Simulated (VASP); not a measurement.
A run of VASP 6.6.1:

File INCAR:

```
SYSTEM = FeNi3
PREC = Accurate ; ENCUT = 520
EDIFF = 1E-7 ; ISMEAR = 0
SIGMA = 0.1 ; LREAL = .False.
LASPH = .True. ; NELM = 150
ALGO = Normal ; ISIF = 2
LWAVE = .False. ; LCHARG = .False.
ISPIN = 2 ; MAGMOM = 3.21 0.78 0.78 0.78
LORBIT = 11 ; LMAXMIX = 4
GGA = PE ; NBANDS = 31
```

KPOINTS

```
regular mesh
0
Gamma
  14 14 14
  0 0 0
```

POSCAR

```
FeNi3
1.0
    3.5440423172      0.0000000000      0.0000000000
    0.0000000000      3.5440423172      0.0000000000
    0.0000000000      0.0000000000      3.5440423172
Fe Ni
1 3
Direct
    0.0000000000      0.0000000000      0.0000000000
    0.0000000000      0.5000000000      0.5000000000
    0.5000000000      0.5000000000      0.0000000000
    0.5000000000      0.0000000000      0.5000000000
```

Potentials or basis: VASP PAW PBE potentials, release 64 (Fe, Ni).

Command:

```sh
$ cat potpaw_PBE.64/Fe/POTCAR potpaw_PBE.64/Ni/POTCAR > POTCAR
$ mpirun -np 1 vasp_std > vasp.out
```

Hardware: 1 thread of Oxide Virtual Turin-like Processor, on a shared host.

**Question.** How long does it take, and how much memory?

**Answer.** It took 8.9 min on 1 thread of Oxide Virtual Turin-like Processor, with other jobs on the host, peak memory 0.32 GiB. Counts: scf iterations 19, k points 120.
